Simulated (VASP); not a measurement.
Here is a VASP 6.6.1 calculation.

INCAR

```
PREC = Accurate ; ENCUT = 520
EDIFF = 1E-6 ; ISMEAR = -1
SIGMA = 0.05 ; LREAL = F
LASPH = T ; NELM = 150
ALGO = Normal ; ISIF = 2
LWAVE = F ; LCHARG = F
ISPIN = 2 ; MAGMOM = 1
LORBIT = 11 ; LMAXMIX = 6
GGA = PE ; NBANDS = 16
```

KPOINTS

```
regular mesh
0
Gamma
  17 17 17
```

Contents of POSCAR:

```
La
1.0
    0.0000000000      2.6878150441      2.6878150441
    2.6878150441      0.0000000000      2.6878150441
    2.6878150441      2.6878150441      0.0000000000
La
1
Direct
    0.0000000000      0.0000000000      0.0000000000
```

Potentials or basis: VASP PAW PBE potentials, release 64 (La).

Run with:

```console
$ cat potpaw_PBE.64/La/POTCAR > POTCAR
$ mpirun -np 1 vasp_std > vasp.out
```

Estimate the pressure.

-1.1 GPa.

What does it give for the net moment?

0.00 μB per cell.
